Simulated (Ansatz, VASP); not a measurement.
## CoSi2 in VASP and in Ansatz

File INCAR:

```
PREC = Accurate
ENCUT = 520
EDIFF = 1E-6
ISMEAR = 0
SIGMA = 0.05
LREAL = F
LASPH = T
NELM = 100
ALGO = Normal
ISIF = 2
LWAVE = F
LCHARG = F
GGA = CA
NBANDS = 16
```

File KPOINTS:

```
Automatic mesh
0
Gamma
  14 14 14
```

The input POSCAR:

```
CoSi2
1.0
    0.0000000000      2.6191112909      2.6191112909
    2.6191112909      0.0000000000      2.6191112909
    2.6191112909      2.6191112909      0.0000000000
Co Si
1 2
Direct
    0.0000000000      0.0000000000      0.0000000000
    0.2500000000      0.2500000000      0.2500000000
    0.7500000000      0.7500000000      0.7500000000
```

Input for Ansatz:

```yaml
crystal:
  lattice:
    - [0.0, 2.6191112909, 2.6191112909]
    - [2.6191112909, 0.0, 2.6191112909]
    - [2.6191112909, 2.6191112909, 0.0]
  atoms:
    - { symbol: Co, position: [0.0, 0.0, 0.0] }
    - { symbol: Si, position: [0.25, 0.25, 0.25] }
    - { symbol: Si, position: [0.75, 0.75, 0.75] }
basis:
  ecutwfc: 420
  ecutrho_ratio: 4
kpoints:
  mp_grid: { grid: [14, 14, 14] }
hamiltonian:
  xc: lda
scf:
  occupations: { method: gaussian, width: 0.05 }
output:
  forces: true
  stress: true
  eigenvalues: true
```

Alike in both runs: task single point; functional LDA; k mesh 14 × 14 × 14; occupations gaussian, width 0.05 eV; no spin polarisation.

|  | VASP | Ansatz |
| --- | --- | --- |
| version | VASP 6.6.1 | Ansatz 0.2.0 |
| potentials or method | VASP PAW LDA potentials, release 64 (Co, Si), cutoff 520 eV | scalar-relativistic, plane waves, PAW |
| valence electrons in the cell | 17 | 25 |

Ansatz gave:

```
gap on the k mesh at the Fermi level (eV) : none
pressure (GPa)                            : 4.3
```

What did VASP give for the same quantities?

gap on the k mesh at the Fermi level (eV): none; pressure (GPa): 4.6.

LDA's correlation is that of Perdew and Zunger in VASP and of Perdew and Wang (1992) in Ansatz. A gap of «none» marks a metal or a gap that the smearing closes. VASP's potentials hold 17 valence electrons a cell and Ansatz's 25, so a difference there can come from the potentials and not from the codes.
